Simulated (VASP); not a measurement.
# Os (Fmmm) in VASP: further runs

Os is run at these levels: PBE; tasks: single point, relaxation of cell and atoms.

All numbers are computed with VASP 6.6.1; they aren't measurements. Logs are shortened: lines on timing, memory, paths and dates and some standing lists are left out, and cuts for length are marked.

### 1 The cell of the first run

It takes space group Fmmm (No. 69, orthorhombic). Conventional cell: a = 4.863 Å, b = 5.443 Å, c = 8.391 Å, α = 90.00°, β = 90.00°, γ = 90.00°. Os (site symmetry 2/m) has 6 Os at 2.43 to 2.72 Å within 3.2 Å. Os (site symmetry mmm) has 4 Os at 2.50 Å within 3.3 Å.

The cell was built from a structure type or drawn by symmetry, and may not be a known phase.

### 2 Single point, PBE

The input, INCAR:

```
ALGO = Normal
EDIFF = 1E-6
ENCUT = 520
GGA = PE
ISIF = 2
ISMEAR = 0
LASPH = T
LCHARG = T
LELF = T
LREAL = F
LVHAR = T
LWAVE = F
NBANDS = 19
NELM = 100
PREC = Accurate
SIGMA = 0.1
```

The input, KPOINTS:

```
k-points
0
Gamma
  6 6 6
```

The input, POSCAR:

```
Os
1.0
    0.0000000000      4.1956117193      2.4313298196
    2.7216592699      0.0000000000      2.4313298196
    2.7216592699      4.1956117193      0.0000000000
Os
3
Direct
    0.0000000000      0.0000000000      0.5000000000
    0.5000000000      0.5000000000      0.0000000000
    0.5000000000      0.5000000000      0.5000000000
```

Potentials or basis: VASP PAW PBE potentials, release 64 (Os).

The run is started by

```sh
cat potpaw_PBE.64/Os/POTCAR > POTCAR
mpirun -np 1 vasp_std > vasp.out
```

OUTCAR:

```text
EDIFF = 1E-6
   ENCUT = 520
   GGA = PE
   ISIF = 2
   ISMEAR = 0
   LASPH = T
   LREAL = F
   NELM = 100
   PREC = Accurate

 ion  position               nearest neighbor table
   1  0.000  0.000  0.500-   2 2.43   2 2.43   3 2.50   3 2.50   2 2.72   2 2.72
   2  0.500  0.500  0.000-   1 2.43   1 2.43   3 2.50   3 2.50   1 2.72   1 2.72
   3  0.500  0.500  0.500-   2 2.50   2 2.50   1 2.50   1 2.50

  LATTYP: Found a face centered orthorhombic cell.
 ALAT       =     4.8626596392
 B/A-ratio  =     1.1194117918
 C/A-ratio  =     1.7256448243

  Lattice vectors:

 A1 = (   2.7216592699,   4.1956117193,   0.0000000000)
 A2 = (   0.0000000000,   4.1956117193,   2.4313298196)
 A3 = (   2.7216592699,   0.0000000000,   2.4313298196)

Analysis of symmetry for initial positions (statically):
=====================================================================
 Subroutine PRICEL returns:
 Original cell was already a primitive cell.

 Routine SETGRP: Setting up the symmetry group for a
 face centered orthorhombic supercell.

 Subroutine GETGRP returns: Found  8 space group operations
 (whereof  8 operations were pure point group operations)
 out of a pool of  8 trial point group operations.

The static configuration has the point symmetry D_2h.

Analysis of symmetry for dynamics (positions and initial velocities):
=====================================================================
 Subroutine PRICEL returns:
 Original cell was already a primitive cell.

 Routine SETGRP: Setting up the symmetry group for a
 face centered orthorhombic supercell.

 Subroutine GETGRP returns: Found  8 space group operations
 (whereof  8 operations were pure point group operations)
 out of a pool of  8 trial point group operations.

The dynamic configuration has the point symmetry D_2h.

 Subroutine INISYM returns: Found  8 space group operations
 (whereof  8 operations are pure point group operations),
 and found     1 'primitive' translations

----------------------------------------------------------------------------------------

                                     Primitive cell

  volume of cell :      55.5268

  direct lattice vectors                    reciprocal lattice vectors
     0.000000000  4.195611719  2.431329820    -0.183711461  0.119172134  0.205648775
     2.721659270  0.000000000  2.431329820     0.183711461 -0.119172134  0.205648775
     2.721659270  4.195611719  0.000000000     0.183711461  0.119172134 -0.205648775

  length of vectors
     4.849177496  3.649492276  5.001058576     0.300405255  0.300405255  0.300405255

  position of ions in fractional coordinates (direct lattice)
     0.000000000  0.000000000  0.500000000
     0.500000000  0.500000000  0.000000000
     0.500000000  0.500000000  0.500000000

  ion indices of the primitive-cell ions
   primitive index   ion index
                 1           1
                 2           2
                 3           3

----------------------------------------------------------------------------------------

 KPOINTS: k-points

Automatic generation of k-mesh.
 Grid dimensions read from file:
 generate k-points for:    6    6    6

 Generating k-lattice:

  Cartesian coordinates                     Fractional coordinates (reciprocal lattice)
    -0.030618577  0.019862022  0.034274796     0.166666667 -0.000000000 -0.000000000
     0.030618577 -0.019862022  0.034274796    -0.000000000  0.166666667  0.000000000
     0.030618577  0.019862022 -0.034274796     0.000000000  0.000000000  0.166666667

  Length of vectors
     0.050067542  0.050067542  0.050067542

  Shift w.r.t. Gamma in fractional coordinates (k-lattice)
     0.000000000  0.000000000  0.000000000

 Subroutine IBZKPT returns following result:
 ===========================================

 Found     46 irreducible k-points:

 Following reciprocal coordinates:
            Coordinates               Weight
  0.000000  0.000000  0.000000      1.000000
  0.166667  0.000000  0.000000      8.000000
  0.333333  0.000000  0.000000      8.000000
  0.500000  0.000000  0.000000      4.000000
  0.166667  0.166667  0.000000      2.000000
  0.333333  0.166667  0.000000      8.000000
[... 16 lines left out ...]
 -0.166667  0.166667  0.166667      8.000000
  0.500000  0.333333  0.166667      4.000000
 [... further k-points ...]
   k-points           NKPTS =     46   k-points in BZ     NKDIM =     46   number of bands    NBANDS=     19
   number of dos      NEDOS =    301   number of ions     NIONS =      3
   total plane-waves  NPLWV =  40320
   dimension x,y,z NGX =    36 NGY =   28 NGZ =   40
   dimension x,y,z NGXF=    72 NGYF=   56 NGZF=   80
   ions per type =               3
   NGX,Y,Z   is equivalent  to a cutoff of  12.34, 12.75, 13.30 a.u.
   NGXF,Y,Z  is equivalent  to a cutoff of  24.68, 25.51, 26.59 a.u.
 SYSTEM =  unknown system
   PREC   = accura    normal or accurate (medium, high low for compatibility)
   ISTART =      0    job   : 0-new  1-cont  2-samecut
   ICHARG =      2    charge: 1-file 2-atom 10-const
   ISPIN  =      1    spin polarized calculation?
   LNONCOLLINEAR =      F non collinear calculations
   LSORBIT =      F    spin-orbit coupling
   LASPH  =      T    aspherical Exc in radial PAW
   ENCUT  =  520.0 eV  38.22 Ry    6.18 a.u.   9.02  6.79  9.30*2*pi/ulx,y,z
   NELM   =    100;   NELMIN=  2; NELMDL= -5     # of ELM steps
   EDIFF  = 0.1E-05   stopping-criterion for ELM
   LREAL  =      F    real-space projection
   EDIFFG = 0.1E-04   stopping-criterion for IOM
   NSW    =      0    number of steps for IOM
   IBRION =     -1    ionic relax: 0-MD 1-quasi-New 2-CG
   NFREE  =      0    steps in history (QN), initial steepest desc. (CG)
   ISIF   =      2    stress and relaxation
   ISYM   =      2    0-nonsym 1-usesym 2-fastsym
   POTIM  = 0.5000    time-step for ionic-motion
   TEBEG  =    0.0;   TEEND  =   0.0 temperature during run
   PSTRESS=    0.0 pullay stress
   NELECT =      24.0000    total number of electrons
   NUPDOWN=      -1.0000    fix difference up-down
   EMIN   =  10.00;   EMAX   =-10.00  energy-range for DOS
   EFERMI =   0.00;   METHOD = LEGACY
   ISMEAR =     0;   SIGMA  =   0.10  broadening in eV -4-tet -1-fermi 0-gaus
   EFERMI_NEDOS =   21; number of points for ismear=-14 and -15
   IALGO  =     38    algorithm
   IMIX   =      4    mixing-type and parameters
     AMIX     =   0.40;   BMIX     =  1.00
     AMIX_MAG =   1.60;   BMIX_MAG =  1.00
  volume/ion in A,a.u.               =      18.51       124.90
  Fermi-wavevector in a.u.,A,eV,Ry     =   1.237782  2.339069 20.845555  1.532105
  Thomas-Fermi vector in A             =   2.372335
   LORBIT       =      0    0 simple, 1 ext, 2 COOP (PROOUT), +10 PAW based schemes
   GGA     = PE    functional components
   LHFCALC =     F    Hartree Fock is set to
   AEXX    =    0.0000 exact exchange contribution
   IVDW    =     0    specifies the selected vdW correction
   LEPSILON=     F    determine dielectric tensor
   LRPA    =     F    only Hartree local field effects (RPA)
 non-spin polarized calculation
 Gauss-broadening in eV      SIGMA  =   0.10
  energy-cutoff  :      520.00
  volume of cell :       55.53
 maximum number of plane-waves:      1510
   NGX = 17   NGY = 13   NGZ = 19

 number of electron      23.9999999 magnetization

 Free energy of the ion-electron system (eV)
  ---------------------------------------------------
  ext. energy  EPLUGINS =         0.00000000
  ---------------------------------------------------
  free energy    TOTEN  =       -27.82344126 eV

  energy without entropy =      -27.79776132  energy(sigma->0) =      -27.81060129

 E-fermi :   5.9275     XC(G=0): -12.1854

 val. band max:        5.9171381548   @ k =  -0.1667   0.3333   0.5000
 cond. band min:       5.9323751829   @ k =   0.3333   0.0000   0.1667
 fundamental gap:      0.0152370281
 Fermi energy:         5.9275255981

 k-point     1 :       0.0000    0.0000    0.0000
  band No.  band energies     occupation
      1      -3.2356      2.00000
      2      -0.8283      2.00000
      3      -0.6065      2.00000
      4       0.2944      2.00000
      5       0.6417      2.00000
      6       0.8371      2.00000
[... 11 lines left out ...]
     18      12.7603      0.00000
     19      12.8327      0.00000

 k-point     2 :       0.1667    0.0000    0.0000
  band No.  band energies     occupation
      1      -2.7289      2.00000
      2      -0.4470      2.00000
      3      -0.2259      2.00000
      4       0.5816      2.00000
      5       0.8983      2.00000
      6       0.9920      2.00000
[... 11 lines left out ...]
     18      11.3777      0.00000
     19      13.3694      0.00000

 k-point     3 :       0.3333    0.0000    0.0000
  band No.  band energies     occupation
      1      -1.4811      2.00000
      2       0.4974      2.00000
      3       0.7638      2.00000
      4       1.0166      2.00000
      5       1.4435      2.00000
      6       1.9374      2.00000
[... 11 lines left out ...]
     18      10.7701      0.00000
     19      13.6114      0.00000

 k-point     4 :       0.5000    0.0000    0.0000
  band No.  band energies     occupation
      1      -0.7139      2.00000
      2       1.1044      2.00000
      3       1.3878      2.00000
      4       1.7398      2.00000
      5       1.8214      2.00000
      6       2.7111      2.00000
[... 11 lines left out ...]
     18      10.5250      0.00000
     19      13.7789      0.00000

 k-point     5 :       0.1667    0.1667    0.0000
  band No.  band energies     occupation
      1      -2.5093      2.00000
      2      -0.0431      2.00000
      3       0.2535      2.00000
      4       0.6845      2.00000
      5       0.9776      2.00000
      6       1.4005      2.00000
[... 11 lines left out ...]
     18      11.8899      0.00000
     19      12.4579      0.00000
[... 334 lines left out ...]
      2       0.9715      2.00000
      3       1.1183      2.00000
      4       1.4443      2.00000
      5       1.7880      2.00000
      6       2.4947      2.00000
[... 11 lines left out ...]
     18       9.6490      0.00000
     19      12.8774      0.00000

 k-point    22 :      -0.3333    0.1667    0.1667
  band No.  band energies     occupation
      1      -0.3628      2.00000
      2       0.9933      2.00000
      3       1.1212      2.00000
      4       1.6197      2.00000
      5       1.8745      2.00000
      6       2.5545      2.00000
[... 11 lines left out ...]
     18      10.0978      0.00000
     19      13.5704      0.00000

 k-point    23 :      -0.1667    0.1667    0.1667
  band No.  band energies     occupation
      1      -1.3400      2.00000
      2       0.2908      2.00000
      3       0.5693      2.00000
      4       0.9278      2.00000
      5       1.4129      2.00000
      6       1.7287      2.00000
[... 11 lines left out ...]
     18      11.1965      0.00000
     19      13.4001      0.00000

 k-point    24 :       0.5000    0.3333    0.1667
  band No.  band energies     occupation
      1      -1.2035      2.00000
      2       0.6825      2.00000
      3       0.7436      2.00000
      4       1.4998      2.00000
      5       1.7598      2.00000
      6       1.7940      2.00000
[... 11 lines left out ...]
     18      10.4092      0.00000
     19      11.4122      0.00000

 [... further k-points ...]
[... 5 lines left out ...]
  --------------------------------------------------------------------------------------
  -------------------------------------------------------------------------------------
  Total       -0.0023115     -0.1024717     -0.1763894      0.0000000      0.0000000     -0.0000000
  in kB       -0.0666962     -2.9567284     -5.0895601      0.0000000      0.0000000     -0.0000000
  external PRESSURE =      -2.7043282 kB  Pullay stress =       0.0000000 kB

 VOLUME and BASIS-vectors are now :
 -----------------------------------------------------------------------------
  energy-cutoff  :      520.00
  volume of cell :       55.53
      direct lattice vectors                 reciprocal lattice vectors
     0.000000000  4.195611719  2.431329820    -0.183711461  0.119172134  0.205648775
     2.721659270  0.000000000  2.431329820     0.183711461 -0.119172134  0.205648775
     2.721659270  4.195611719  0.000000000     0.183711461  0.119172134 -0.205648775

 POSITION                                       TOTAL-FORCE (eV/Angst)
 -----------------------------------------------------------------------------------
      1.36083      2.09781      0.00000         0.000000     -0.000000      0.000000
      1.36083      2.09781      2.43133         0.000000      0.000000      0.000000
      2.72166      4.19561      2.43133        -0.000000     -0.000000      0.000000
 -----------------------------------------------------------------------------------
    total drift:                                0.000000     -0.000000      0.000000

  FREE ENERGIE OF THE ION-ELECTRON SYSTEM (eV)
  ---------------------------------------------------
  free  energy   TOTEN  =       -27.8234412642 eV

  energy  without entropy=      -27.7977613184  energy(sigma->0) =      -27.81060129
```

Run time: 77 s. Hardware: 1 thread of Intel Xeon Platinum 8488C (Sapphire Rapids), shared host; peak memory 0.2 GiB.

Results:

```
Free energy            : -27.8234 eV
Pressure               : -0.3 GPa
Band gap on the k mesh : zero (bands 12 and 13 overlap by 2.17 eV)
```

Caveat: spin-orbit coupling is left out, which moves the levels of the heavy elements.

(Continued in part 2 of 2.)
